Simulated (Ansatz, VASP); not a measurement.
# One calculation of BiTe, two programs

INCAR

```
SYSTEM = BiTe
PREC     = Accurate       ! precision mode
ENCUT    = 520            ! plane-wave cutoff, eV
EDIFF    = 1E-7           ! SCF threshold, eV
ISMEAR   = 0              ! smearing method
SIGMA    = 0.15           ! smearing width, eV
LREAL    = .FALSE.        ! projectors in reciprocal space
LASPH    = .TRUE.         ! aspherical terms in the spheres
NELM     = 60             ! most SCF steps
ALGO     = Normal         ! electronic algorithm
ISIF     = 2              ! what is computed and relaxed
LWAVE    = .FALSE.        ! write WAVECAR
LCHARG   = .TRUE.         ! write CHGCAR
GGA      = PE             ! functional
LELF     = .TRUE.         ! ELF
LVHAR    = .TRUE.       
NBANDS   = 18             ! bands
```

KPOINTS

```
Automatic mesh
0
G
  12 12 12
  0 0 0
```

Contents of POSCAR:

```
BiTe
1.0
    0.0000000000      3.2511939987      3.3269468189
    3.2511939987      0.0000000000      3.3269468189
    3.2511939987      3.2511939987      0.0000000000
Bi Te
1 1
Direct
    0.0101695256      0.0101695256     -0.0101695256
    0.4833445805      0.4833445805      0.5166554195
```

Input for Ansatz:

```yaml
crystal:
  lattice:
    - [0.0, 3.2511939987, 3.3269468189]
    - [3.2511939987, 0.0, 3.3269468189]
    - [3.2511939987, 3.2511939987, 0.0]
  atoms:
    - { symbol: Bi, position: [0.0101695256, 0.0101695256, -0.0101695256] }
    - { symbol: Te, position: [0.4833445805, 0.4833445805, 0.5166554195] }
basis:
  ecutwfc: 420
kpoints:
  mp_grid: { grid: [12, 12, 12] }
hamiltonian:
  xc: pbe
scf:
  occupations: { method: gaussian, width: 0.15 }
output:
  forces: true
  stress: true
  eigenvalues: true
```

Change from the starting cell: mode 6 frozen in at -0.108 Å, normal strain along z +0.0233.

Alike in both runs: task single point; functional PBE; k mesh 12 × 12 × 12; occupations gaussian, width 0.15 eV; no spin polarisation.

```csv
,VASP,Ansatz
version,VASP 6.6.1,Ansatz 0.2.0
potentials or method,"VASP PAW PBE potentials, release 64 (Bi_d, Te), cutoff 520 eV","scalar-relativistic, plane waves, PAW"
valence electrons in the cell,21,31
```

|  | VASP | Ansatz | Ansatz less VASP |
| --- | --- | --- | --- |
| gap on the k mesh at the Fermi level (eV) | none | none | - |
| pressure (GPa) | -0.6 | -0.5 | +0.05 |
| traceless stress, the component that is largest in VASP (GPa) | -0.67 | -0.67 | -0.007 |
| rms of the force components (eV/Å) | 0.171 | 0.171 | -0.0008 |

Atom by atom the forces differ by 0.001 eV/Å (rms over components). A gap of «none» marks a metal or a gap that the smearing closes. The functional is the same, so the differences come from potentials, cutoffs and numerics. VASP's potentials hold 21 valence electrons a cell and Ansatz's 31, so a difference there can come from the potentials and not from the codes.

Spin-orbit coupling is off throughout.
